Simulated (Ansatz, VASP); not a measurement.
Two plane-wave programs on NaI

```xyz
4
Lattice="2.2396 -7.8810 0.0000 2.2396 7.8810 0.0000 0.0000 0.0000 4.5304" Properties=species:S:1:pos:R:3 pbc="T T T"
Na    2.2396   -5.3664    3.3978
Na    2.2396    5.3664    1.1326
I     2.2396   -2.1737    3.3978
I     2.2396    2.1737    1.1326
```

Alike in both runs: functional PBE; k mesh 6 × 6 × 6; occupations gaussian, width 0.02 eV; no spin polarisation.

Ansatz relaxed the structure, and its values are those at the end. VASP's run is a single point on that final structure, the one shown.

|  | VASP | Ansatz |
| --- | --- | --- |
| version | VASP 6.6.1 | Ansatz 0.2.0 |
| potentials or method | VASP PAW PBE potentials, release 64 (Na_pv, I), cutoff 520 eV | scalar-relativistic, plane waves, PAW |
| valence electrons in the cell | 28 | 52 |

```csv
,VASP,Ansatz,Ansatz less VASP
gap on the k mesh at the Fermi level (eV),3.54,3.55,+0.004
least direct gap on the mesh (eV),3.58,3.59,+0.002
pressure (GPa),0.0,0.0,-0.01
```

VASP's potentials hold 28 valence electrons a cell and Ansatz's 52, so a difference there can come from the potentials and not from the codes.

Spin-orbit coupling is off throughout.
